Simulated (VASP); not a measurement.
Wanted: the native input for a VASP 6.6.1 run.

```yaml
Task: single point
Functional: PBEsol
Potentials_or_basis: VASP PAW PBE potentials, release 64 (Ti_sv, Si)
Cutoff: 500 eV
k_mesh: 10 × 10 × 10
Occupations: gaussian, width 0.15 eV
Spin: no spin polarisation
Dipole_correction: no
Further_INCAR_settings: ALGO = Normal; EDIFF = 1e-06; NBANDS = 29
```

The structure of TiSi2 lies in POSCAR:

```
TiSi2
1.0
    1.7585006682     -6.6725383840      0.0000427071
    1.7586093297      6.6725670146     -0.0000272061
    0.0000156709     -0.0000186230      3.5560047273
Ti Si
2 4
Direct
    0.8975297476      0.1024670375      0.7500123553
    0.1024592026      0.8975365413      0.2499915608
    0.5600491771      0.4399792955      0.7499982576
    0.4399485550      0.5599992804      0.2500091185
    0.2496815565      0.7503220652      0.7499884148
    0.7503317612      0.2496957799      0.2500002930
```

One way to write it, as run:

INCAR

```
SYSTEM = TiSi2
PREC = Accurate
ENCUT = 500
EDIFF = 1E-6
ISMEAR = 0
SIGMA = 0.15
LREAL = .False.
LASPH = .True.
NELM = 120
ALGO = Normal
ISIF = 2
LWAVE = .False.
LCHARG = .False.
GGA = PS
NBANDS = 29
GGA_COMPAT = .False.
```

KPOINTS

```
Automatic mesh
0
Gamma
  10 10 10
  0 0 0
```

Potentials or basis: VASP PAW PBE potentials, release 64 (Ti_sv, Si).

The run is started by

```console
$ cat potpaw_PBE.64/Ti_sv/POTCAR potpaw_PBE.64/Si/POTCAR > POTCAR
$ mpirun -np 1 vasp_std > vasp.out
```

Results of the run:

* Pressure: 0.1 GPa
* Band gap on the k mesh: zero (bands 20 and 21 overlap by 1.01 eV)

Caveat: the PAW data sets were made with another functional, which shifts forces and pressure a little.

Run time: 28 min on 1 thread of Oxide Virtual Turin-like Processor (shared host), peak memory 0.92 GiB.
